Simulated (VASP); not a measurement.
# CrCuO2 (R-3m) in VASP: single point with PBEsol

Aim: the single point of CrCuO2 with PBEsol.

All numbers are computed with VASP 6.6.1; they aren't measurements. Logs are shortened: lines on timing, memory, paths and dates and some standing lists are left out, and cuts for length are marked.

## Step 1: The cell of the first run

It takes space group R-3m (No. 166, trigonal). The conventional cell has a = 2.973 Å, b = 2.973 Å, c = 17.100 Å, α = 90.00°, β = 90.00°, γ = 120.00°. Cu (site symmetry -3m) has 2 O at 1.85 Å within 2.4 Å. Cr (site symmetry -3m) has 6 O at 1.99 Å within 2.6 Å. Within 2.4 Å of O (site symmetry 3m) lie 1 Cu at 1.85 Å and 3 Cr at 1.99 Å.

## Step 2: Single point, PBEsol, collinear spin, ferromagnetic start (10.91 Å³/atom)

The input, INCAR:

```
PREC = Accurate ; ENCUT = 600
EDIFF = 1E-6 ; ISMEAR = -1
SIGMA = 0.05 ; LREAL = False
LASPH = True ; NELM = 200
ALGO = Normal ; ISIF = 2
LWAVE = False ; LCHARG = True
ISPIN = 2 ; MAGMOM = 0.6 3 0 0
LORBIT = 11 ; LMAXMIX = 4
GGA = PS ; LELF = True
LVHAR = True ; NBANDS = 30
GGA_COMPAT = False
```

The input, KPOINTS:

```
Automatic mesh
0
Gamma
  10 10 10
```

The input, POSCAR:

```
CrCuO2
1.0
    1.4867000000      0.8583466452      5.7000000000
   -1.4867000000      0.8583466452      5.7000000000
    0.0000000000     -1.7166932904      5.7000000000
Cu Cr O
1 1 2
Direct
    0.0000000000      0.0000000000      0.0000000000
    0.5000000000      0.5000000000      0.5000000000
    0.8920800000      0.8920800000      0.8920800000
    0.1079200000      0.1079200000      0.1079200000
```

Potentials or basis: VASP PAW PBE potentials, release 64 (Cu, Cr_pv, O).

Launch:

```
$ cat potpaw_PBE.64/Cu/POTCAR potpaw_PBE.64/Cr_pv/POTCAR potpaw_PBE.64/O/POTCAR > POTCAR
$ mpirun -np 1 vasp_std > vasp.out
```

OUTCAR:

```text
PREC = Accurate
   ENCUT = 600
   EDIFF = 1E-6
   ISMEAR = -1
   LREAL = False
   LASPH = True
   NELM = 200
   ISIF = 2
   ISPIN = 2
   LORBIT = 11
   GGA = PS

 ion  position               nearest neighbor table
   1  0.000  0.000  0.000-   3 1.85   4 1.85
   2  0.500  0.500  0.500-   4 1.99   3 1.99   4 1.99   4 1.99   3 1.99   3 1.99
   3  0.892  0.892  0.892-   1 1.85   2 1.99   2 1.99   2 1.99
   4  0.108  0.108  0.108-   1 1.85   2 1.99   2 1.99   2 1.99

  LATTYP: Found a trigonal (rhomboedric) cell.
 ALAT       =     5.9529014651
 COS(alpha) =     0.8752561078

  Lattice vectors:

 A1 = (   1.4867000000,   0.8583466452,   5.7000000000)
 A2 = (  -1.4867000000,   0.8583466452,   5.7000000000)
 A3 = (   0.0000000000,  -1.7166932904,   5.7000000000)

Analysis of symmetry for initial positions (statically):
=====================================================================
 Subroutine PRICEL returns:
 Original cell was already a primitive cell.

 Routine SETGRP: Setting up the symmetry group for a
 trigonal (rhombohedral) supercell.

 Subroutine GETGRP returns: Found 12 space group operations
 (whereof 12 operations were pure point group operations)
 out of a pool of 12 trial point group operations.

The static configuration has the point symmetry D_3d.

Analysis of symmetry for dynamics (positions and initial velocities):
=====================================================================
 Subroutine PRICEL returns:
 Original cell was already a primitive cell.

 Routine SETGRP: Setting up the symmetry group for a
 trigonal (rhombohedral) supercell.

 Subroutine GETGRP returns: Found 12 space group operations
 (whereof 12 operations were pure point group operations)
 out of a pool of 12 trial point group operations.

The dynamic configuration has the point symmetry D_3d.

Analysis of structural, dynamic, and magnetic symmetry:
=====================================================================
 Subroutine PRICEL returns:
 Original cell was already a primitive cell.

 Routine SETGRP: Setting up the symmetry group for a
 trigonal (rhombohedral) supercell.

 Subroutine GETGRP returns: Found 12 space group operations
 (whereof 12 operations were pure point group operations)
 out of a pool of 12 trial point group operations.

The overall configuration has the point symmetry D_3d.

 Subroutine INISYM returns: Found 12 space group operations
 (whereof 12 operations are pure point group operations),
 and found     1 'primitive' translations

----------------------------------------------------------------------------------------

                                     Primitive cell

  volume of cell :      43.6428

  direct lattice vectors                    reciprocal lattice vectors
     1.486700000  0.858346645  5.700000000     0.336315329  0.194171746  0.058479532
    -1.486700000  0.858346645  5.700000000    -0.336315329  0.194171746  0.058479532
     0.000000000 -1.716693290  5.700000000     0.000000000 -0.388343492  0.058479532

  length of vectors
     5.952901465  5.952901465  5.952901465     0.392721941  0.392721941  0.392721941

  position of ions in fractional coordinates (direct lattice)
     0.000000000  0.000000000  0.000000000
     0.500000000  0.500000000  0.500000000
     0.892080000  0.892080000  0.892080000
     0.107920000  0.107920000  0.107920000

  ion indices of the primitive-cell ions
   primitive index   ion index
                 1           1
                 2           2
                 3           3
                 4           4

----------------------------------------------------------------------------------------

 KPOINTS: Automatic mesh

Automatic generation of k-mesh.
 Grid dimensions read from file:
 generate k-points for:   10   10   10

 Generating k-lattice:

  Cartesian coordinates                     Fractional coordinates (reciprocal lattice)
     0.033631533  0.019417175  0.005847953     0.100000000  0.000000000  0.000000000
    -0.033631533  0.019417175  0.005847953     0.000000000  0.100000000  0.000000000
     0.000000000 -0.038834349  0.005847953     0.000000000  0.000000000  0.100000000

  Length of vectors
     0.039272194  0.039272194  0.039272194

  Shift w.r.t. Gamma in fractional coordinates (k-lattice)
     0.000000000  0.000000000  0.000000000

 Subroutine IBZKPT returns following result:
 ===========================================

 Found    116 irreducible k-points:

 Following reciprocal coordinates:
            Coordinates               Weight
  0.000000  0.000000  0.000000      1.000000
  0.100000  0.000000  0.000000      6.000000
  0.200000  0.000000  0.000000      6.000000
  0.300000 -0.000000  0.000000      6.000000
  0.400000  0.000000  0.000000      6.000000
  0.500000 -0.000000  0.000000      3.000000
[... 16 lines left out ...]
  0.300000  0.300000  0.000000      6.000000
  0.400000  0.300000  0.000000     12.000000
 [... further k-points ...]
   k-points           NKPTS =    116   k-points in BZ     NKDIM =    116   number of bands    NBANDS=     30
   number of dos      NEDOS =    301   number of ions     NIONS =      4
   total plane-waves  NPLWV = 110592
   dimension x,y,z NGX =    48 NGY =   48 NGZ =   48
   dimension x,y,z NGXF=    96 NGYF=   96 NGZF=   96
   ions per type =               1   1   2
   NGX,Y,Z   is equivalent  to a cutoff of  13.40, 13.40, 13.40 a.u.
   NGXF,Y,Z  is equivalent  to a cutoff of  26.81, 26.81, 26.81 a.u.
 SYSTEM =  unknown system
   PREC   = accura    normal or accurate (medium, high low for compatibility)
   ISTART =      0    job   : 0-new  1-cont  2-samecut
   ICHARG =      2    charge: 1-file 2-atom 10-const
   ISPIN  =      2    spin polarized calculation?
   LNONCOLLINEAR =      F non collinear calculations
   LSORBIT =      F    spin-orbit coupling
   LASPH  =      T    aspherical Exc in radial PAW
   ENCUT  =  600.0 eV  44.10 Ry    6.64 a.u.  11.89 11.89 11.89*2*pi/ulx,y,z
   NELM   =    200;   NELMIN=  2; NELMDL= -5     # of ELM steps
   EDIFF  = 0.1E-05   stopping-criterion for ELM
   LREAL  =      F    real-space projection
   EDIFFG = 0.1E-04   stopping-criterion for IOM
   NSW    =      0    number of steps for IOM
   IBRION =     -1    ionic relax: 0-MD 1-quasi-New 2-CG
   NFREE  =      0    steps in history (QN), initial steepest desc. (CG)
   ISIF   =      2    stress and relaxation
   ISYM   =      2    0-nonsym 1-usesym 2-fastsym
   POTIM  = 0.5000    time-step for ionic-motion
   TEBEG  =    0.0;   TEEND  =   0.0 temperature during run
   PSTRESS=    0.0 pullay stress
   NELECT =      35.0000    total number of electrons
   NUPDOWN=      -1.0000    fix difference up-down
   EMIN   =  10.00;   EMAX   =-10.00  energy-range for DOS
   EFERMI =   0.00;   METHOD = LEGACY
   ISMEAR =    -1;   SIGMA  =   0.05  broadening in eV -4-tet -1-fermi 0-gaus
   EFERMI_NEDOS =   21; number of points for ismear=-14 and -15
   IALGO  =     38    algorithm
   IMIX   =      4    mixing-type and parameters
     AMIX     =   0.40;   BMIX     =  1.00
     AMIX_MAG =   1.60;   BMIX_MAG =  1.00
  volume/ion in A,a.u.               =      10.91        73.63
  Fermi-wavevector in a.u.,A,eV,Ry     =   1.520992  2.874257 31.475925  2.313415
  Thomas-Fermi vector in A             =   2.629767
   LORBIT       =     11    0 simple, 1 ext, 2 COOP (PROOUT), +10 PAW based schemes
   GGA     = PS    functional components
   LHFCALC =     F    Hartree Fock is set to
   AEXX    =    0.0000 exact exchange contribution
   IVDW    =     0    specifies the selected vdW correction
   LEPSILON=     F    determine dielectric tensor
   LRPA    =     F    only Hartree local field effects (RPA)
 spin polarized calculation
  energy-cutoff  :      600.00
  volume of cell :       43.64
 maximum number of plane-waves:      1472
   NGX = 23   NGY = 23   NGZ = 23

 number of electron      34.9999997 magnetization       3.0000175

 Free energy of the ion-electron system (eV)
  ---------------------------------------------------
  ext. energy  EPLUGINS =         0.00000000
  ---------------------------------------------------
  free energy    TOTEN  =       -30.64540732 eV

  energy without entropy =      -30.64540501  energy(sigma->0) =      -30.64540616

 E-fermi :   6.4857     XC(G=0): -11.8587

 val. band max:        5.9685004286   @ k =  -0.2000   0.5000   0.2000
 cond. band min:       6.9374656743   @ k =   0.4000   0.4000   0.1000
 fundamental gap:      0.9689652457
 Fermi energy:         6.4857295942

 spin component 1

 k-point     1 :       0.0000    0.0000    0.0000
  band No.  band energies     occupation
      1     -38.2707      1.00000
      2     -38.2085      1.00000
      3     -38.2085      1.00000
      4     -14.3512      1.00000
      5     -12.8056      1.00000
      6      -2.4463      1.00000
[... 21 lines left out ...]
     28      22.8666      0.00000
     29      23.7278      0.00000

 k-point     2 :       0.1000    0.0000    0.0000
  band No.  band energies     occupation
      1     -38.2674      1.00000
      2     -38.2270      1.00000
      3     -38.2126      1.00000
      4     -14.2488      1.00000
      5     -12.8170      1.00000
      6      -2.3014      1.00000
[... 21 lines left out ...]
     28      21.8818      0.00000
     29      22.2214      0.00000

 k-point     3 :       0.2000    0.0000    0.0000
  band No.  band energies     occupation
      1     -38.2753      1.00000
      2     -38.2584      1.00000
      3     -38.2231      1.00000
      4     -13.9713      1.00000
      5     -12.8491      1.00000
      6      -1.9085      1.00000
[... 638 lines left out ...]
      5     -12.9043      1.00000
      6      -1.5825      1.00000
[... 21 lines left out ...]
     28      19.4119      0.00000
     29      19.8677      0.00000

 k-point    24 :       0.4000    0.3000    0.0000
  band No.  band energies     occupation
      1     -38.3585      1.00000
      2     -38.2520      1.00000
      3     -38.2413      1.00000
      4     -13.3935      1.00000
      5     -12.9184      1.00000
      6      -1.5115      1.00000
[... 21 lines left out ...]
     28      18.4492      0.00000
     29      20.3592      0.00000

 [... further k-points ...]

 spin component 2

 k-point     1 :       0.0000    0.0000    0.0000
  band No.  band energies     occupation
      1     -35.3476      1.00000
      2     -35.3441      1.00000
      3     -35.3441      1.00000
      4     -14.2448      1.00000
      5     -12.7506      1.00000
      6      -2.0961      1.00000
[... 21 lines left out ...]
     28      23.4837      0.00000
     29      23.9261      0.00000

 k-point     2 :       0.1000    0.0000    0.0000
  band No.  band energies     occupation
      1     -35.3659      1.00000
      2     -35.3487      1.00000
      3     -35.3433      1.00000
      4     -14.1440      1.00000
      5     -12.7618      1.00000
      6      -1.9589      1.00000
[... 21 lines left out ...]
     28      22.3478      0.00000
     29      22.6101      0.00000

 k-point     3 :       0.2000    0.0000    0.0000
  band No.  band energies     occupation
      1     -35.4224      1.00000
      2     -35.3607      1.00000
      3     -35.3321      1.00000
      4     -13.8718      1.00000
      5     -12.7934      1.00000
      6      -1.5914      1.00000
[... 638 lines left out ...]
      5     -12.8454      1.00000
      6      -1.2352      1.00000
[... 21 lines left out ...]
     28      19.6401      0.00000
     29      20.5909      0.00000

 k-point    24 :       0.4000    0.3000    0.0000
  band No.  band energies     occupation
      1     -35.5202      1.00000
      2     -35.3936      1.00000
      3     -35.3103      1.00000
      4     -13.3135      1.00000
      5     -12.8564      1.00000
      6      -1.1477      1.00000
[... 21 lines left out ...]
     28      19.2554      0.00000
     29      21.1299      0.00000

 [... further k-points ...]

 [bands above 29 left out]

------------------------ aborting loop because EDIFF is reached ----------------------------------------

  FORCE on cell =-STRESS in cart. coord.  units (eV):
  Direction    XX          YY          ZZ          XY          YZ          ZX
  --------------------------------------------------------------------------------------
  -------------------------------------------------------------------------------------
  Total       -0.6838007     -0.6838007     -1.2672671      0.0000000      0.0000000      0.0000000
  in kB      -25.1031344    -25.1031344    -46.5228784      0.0000000      0.0000000      0.0000000
  external PRESSURE =     -32.2430491 kB  Pullay stress =       0.0000000 kB

 VOLUME and BASIS-vectors are now :
 -----------------------------------------------------------------------------
  energy-cutoff  :      600.00
  volume of cell :       43.64
      direct lattice vectors                 reciprocal lattice vectors
     1.486700000  0.858346645  5.700000000     0.336315329  0.194171746  0.058479532
    -1.486700000  0.858346645  5.700000000    -0.336315329  0.194171746  0.058479532
     0.000000000 -1.716693290  5.700000000     0.000000000 -0.388343492  0.058479532

 POSITION                                       TOTAL-FORCE (eV/Angst)
 -----------------------------------------------------------------------------------
      0.00000      0.00000      0.00000         0.000000      0.000000      0.000000
      0.00000      0.00000      8.55000         0.000000     -0.000000      0.000000
      0.00000      0.00000     15.25457         0.000000     -0.000000     -0.088576
      0.00000      0.00000      1.84543         0.000000      0.000000      0.088576
 -----------------------------------------------------------------------------------
    total drift:                                0.000000      0.000000     -0.000000

  FREE ENERGIE OF THE ION-ELECTRON SYSTEM (eV)
  ---------------------------------------------------
  free  energy   TOTEN  =       -30.6454073154 eV

  energy  without entropy=      -30.6454050080  energy(sigma->0) =      -30.64540616

 total charge

# of ion       s       p       d       tot
------------------------------------------
    1        0.432   0.322   9.211   9.965
    2        0.294   6.353   4.113  10.760
    3        1.544   3.482   0.000   5.026
    4        1.544   3.482   0.000   5.026
--------------------------------------------------
tot          3.814  13.638  13.324  30.777

 magnetization (x)

# of ion       s       p       d       tot
------------------------------------------
    1        0.020   0.010   0.003   0.033
    2        0.026   0.027   2.772   2.824
    3       -0.002  -0.005   0.000  -0.006
    4       -0.002  -0.005   0.000  -0.006
--------------------------------------------------
tot          0.043   0.027   2.774   2.844
```

Run time: 14 min. Hardware: 1 thread of Oxide Virtual Turin-like, shared host; peak memory 0.57 GiB.

What came out:

* Free energy: -30.6454 eV
* Pressure: -3.2 GPa
* Largest force: 0.089 eV/Å
* Band gap on the k mesh: 0.97 eV (least direct gap 1.11 eV)
* Net moment: 3.00 μB per cell
* Site moments: Cu +0.03; Cr +2.82; O -0.01 μB
* Valence electrons inside the program's atomic spheres: Cu 9.96; Cr 10.76; O 5.03

Forces on the atoms (eV/Å):
```
Cu   0.000  0.000  0.000
Cr   0.000  0.000  0.000
O    0.000  0.000 -0.089
O    0.000  0.000  0.089
```

Stress tensor (GPa, compression positive):
```
-2.51  0.00  0.00
 0.00 -2.51  0.00
 0.00  0.00 -4.65
```

Levels at points of the mesh, in eV from the valence-band top:
Spin up:
| k point | band 15 | band 16 | band 17 | band 18 | band 19 | band 20 | band 21 | band 22 | band 23 | band 24 |
| --- | --- | --- | --- | --- | --- | --- | --- | --- | --- | --- |
| (0.00, 0.00, 0.00) | -1.98 | -1.98 | -1.16 | -1.16 | -0.80 | 2.03 | 2.82 | 2.82 | 5.42 | 6.36 |
| (0.50, 0.00, 0.00) | -1.55 | -1.38 | -0.71 | -0.51 | -0.31 | 2.16 | 2.54 | 2.74 | 5.42 | 5.61 |
| (0.50, 0.50, 0.00) | -1.61 | -1.46 | -0.55 | -0.51 | -0.15 | 2.10 | 2.58 | 2.77 | 5.42 | 6.45 |
| (0.50, 0.50, 0.50) | -1.23 | -1.23 | -1.20 | -1.20 | -0.22 | 2.60 | 2.60 | 3.07 | 4.98 | 5.42 |
Spin down:
```
           k point  band 14  band 15  band 16  band 17  band 18  band 19
(0.00, 0.00, 0.00)    -2.22    -1.83    -1.83     1.26     1.75     1.75
(0.50, 0.00, 0.00)    -1.60    -1.52    -0.67     0.99     2.61     2.71
(0.50, 0.50, 0.00)    -1.76    -1.60    -0.89     1.60     2.67     2.71
(0.50, 0.50, 0.50)    -2.22    -1.19    -1.19     1.74     1.74     2.57
```

Caveat: the cell stands under tension; an empty level that is flat over the whole mesh can mark a ghost state of the potentials, or a narrow d or f band; the PAW data sets were made with another functional, which shifts forces and pressure a little. A k mesh can miss the band edges.
